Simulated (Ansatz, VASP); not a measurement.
**TaN: VASP beside Ansatz**

Contents of INCAR:

```
PREC     = Accurate       # precision mode
ENCUT    = 520            # plane-wave cutoff, eV
EDIFF    = 1E-6           # SCF threshold, eV
ISMEAR   = -1             # smearing method
SIGMA    = 0.01           # smearing width, eV
LREAL    = False          # projectors in reciprocal space
LASPH    = True           # aspherical terms in the spheres
NELM     = 100            # most SCF steps
ALGO     = Normal         # electronic algorithm
ISIF     = 2              # what is computed and relaxed
LWAVE    = False          # write WAVECAR
LCHARG   = False          # write CHGCAR
GGA      = PE             # functional
NBANDS   = 33             # bands
```

Contents of KPOINTS:

```
regular mesh
0
Gamma
  6 6 9
```

Contents of POSCAR:

```
TaN
1.0
    5.1960008669      0.0000000000      0.0000000000
   -2.5980004334      4.4998687488      0.0000000000
    0.0000000000      0.0000000000      2.9401100000
Ta N
3 3
Direct
    0.3333333333      0.6666666667      0.5000000000
    0.6666666667      0.3333333333      0.5000000000
    0.0000000000      0.0000000000      0.0000000000
    0.3928500000      0.0000000000      0.0000000000
    0.6071500000      0.6071500000      0.0000000000
    0.0000000000      0.3928500000      0.0000000000
```

Input for Ansatz:

```yaml
crystal:
  lattice:
    - [5.1960008669, 0.0, 0.0]
    - [-2.5980004334, 4.4998687488, 0.0]
    - [0.0, 0.0, 2.94011]
  atoms:
    - { symbol: Ta, position: [0.3333333333, 0.6666666667, 0.5] }
    - { symbol: Ta, position: [0.6666666667, 0.3333333333, 0.5] }
    - { symbol: Ta, position: [0.0, 0.0, 0.0] }
    - { symbol: "N", position: [0.39285, 0.0, 0.0] }
    - { symbol: "N", position: [0.60715, 0.60715, 0.0] }
    - { symbol: "N", position: [0.0, 0.39285, 0.0] }
kpoints:
  mp_grid: { grid: [6, 6, 9] }
  band_path:
    path:
      - [0.0, 0.0, 0.0]
      - [0.5, 0.0, 0.0]
      - [0.3333333333, 0.3333333333, 0.0]
      - [0.0, 0.0, 0.0]
      - [0.0, 0.0, 0.5]
      - [0.5, 0.0, 0.5]
      - [0.3333333333, 0.3333333333, 0.5]
      - [0.0, 0.0, 0.5]
      - [0.5, 0.0, 0.5]
    npoints: 5
scf:
  occupations: { method: fermi_dirac, width: 0.01 }
hamiltonian:
  xc: pbe
  pseudopotentials: { kind: all_electron, lapw: { basis_error: 0.001 } }
output:
  forces: true
  stress: true
  eigenvalues: true
```

Change from the starting cell: zz strain of +1 %.

Alike in both runs: task single point; functional PBE; k mesh 6 × 6 × 9; occupations fermi-dirac, width 0.01 eV; no spin polarisation.

|  | VASP | Ansatz |
| --- | --- | --- |
| version | VASP 6.6.1 | Ansatz 0.2.0 |
| potentials or method | VASP PAW PBE potentials, release 64 (Ta_pv, N), cutoff 520 eV | all-electron LAPW, scalar-relativistic |

```csv
,VASP,Ansatz,Ansatz less VASP
pressure (GPa),2.3,1.7,-0.60
"traceless stress, the component that is largest in VASP (GPa)",-3.38,-3.25,+0.127
rms of the force components (eV/Å),0.028,0.020,-0.0085
```

Atom by atom the forces differ by 0.009 eV/Å (rms over components). Ansatz ran all-electron here, and VASP with PAW potentials.

Neither program's run includes spin-orbit coupling.
